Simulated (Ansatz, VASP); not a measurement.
**SnS in VASP and in Ansatz**

The input INCAR:

```
SYSTEM = SnS
PREC = Accurate
ENCUT = 500
EDIFF = 1E-6
ISMEAR = 0
SIGMA = 0.05
LREAL = .FALSE.
LASPH = .TRUE.
NELM = 120
ALGO = Normal
ISIF = 2
LWAVE = .FALSE.
LCHARG = .FALSE.
GGA = PS
NBANDS = 50
GGA_COMPAT = .FALSE.
```

The input KPOINTS:

```
regular mesh
0
G
  4 8 6
  0 0 0
```

The input POSCAR:

```
SnS
1.0
   11.0967523774      0.0000000000      0.0000000000
    0.0000000000      3.9047200831      0.0000000000
    0.0000000000      0.0000000000      4.2315428581
Sn S
4 4
Direct
    0.1185767382      0.2500000000      0.1101694999
    0.3814232618      0.7500000000      0.6101694999
    0.6185767382      0.2500000000      0.3898305001
    0.8814232618      0.7500000000      0.8898305001
    0.8533462424      0.2500000000      0.4747534667
    0.6466537576      0.7500000000      0.9747534667
    0.3533462424      0.2500000000      0.0252465333
    0.1466537576      0.7500000000      0.5252465333
```

Input for Ansatz:

```yaml
crystal:
  lattice:
    - [11.0967523774, 0.0, 0.0]
    - [0.0, 3.9047200831, 0.0]
    - [0.0, 0.0, 4.2315428581]
  atoms:
    - { symbol: Sn, position: [0.1185767382, 0.25, 0.1101694999] }
    - { symbol: Sn, position: [0.3814232618, 0.75, 0.6101694999] }
    - { symbol: Sn, position: [0.6185767382, 0.25, 0.3898305001] }
    - { symbol: Sn, position: [0.8814232618, 0.75, 0.8898305001] }
    - { symbol: S, position: [0.8533462424, 0.25, 0.4747534667] }
    - { symbol: S, position: [0.6466537576, 0.75, 0.9747534667] }
    - { symbol: S, position: [0.3533462424, 0.25, 0.0252465333] }
    - { symbol: S, position: [0.1466537576, 0.75, 0.5252465333] }
basis:
  ecutwfc: 420
kpoints:
  mp_grid: { grid: [4, 8, 6] }
hamiltonian:
  xc: pbesol
scf:
  occupations: { method: gaussian, width: 0.05 }
output:
  forces: true
  stress: true
  eigenvalues: true
  write_density: true
  write_potential: true
  elf: true
  volumetric_format: npy
```

Change from the starting cell: strain -0.0200 x Voigt [0, 1, 0, 0, 0, 0], atoms carried along.

Alike in both runs: task single point; functional PBEsol; k mesh 4 × 8 × 6; occupations gaussian, width 0.05 eV; no spin polarisation.

|  | VASP | Ansatz |
| --- | --- | --- |
| version | VASP 6.6.1 | Ansatz 0.2.0 |
| potentials or method | VASP PAW PBE potentials, release 64 (Sn_d, S), cutoff 500 eV | scalar-relativistic, plane waves, PAW |
| valence electrons in the cell | 80 | 80 |

Ansatz gave:

| Quantity | Value |
| --- | --- |
| gap on the k mesh at the Fermi level (eV) | 0.47 |
| least direct gap on the mesh (eV) | 1.08 |
| pressure (GPa) | 1.4 |
| traceless stress, the component that is largest in VASP (GPa) | 0.87 |
| rms of the force components (eV/Å) | 0.049 |

Q: Which values does VASP return?

A: gap on the k mesh at the Fermi level (eV): 0.46; least direct gap on the mesh (eV): 1.08; pressure (GPa): 1.4; traceless stress, the component that is largest in VASP (GPa): 0.86; rms of the force components (eV/Å): 0.054.

VASP's potentials were made for PBE, not for PBEsol. Atom by atom the forces differ by 0.005 eV/Å (rms over components).
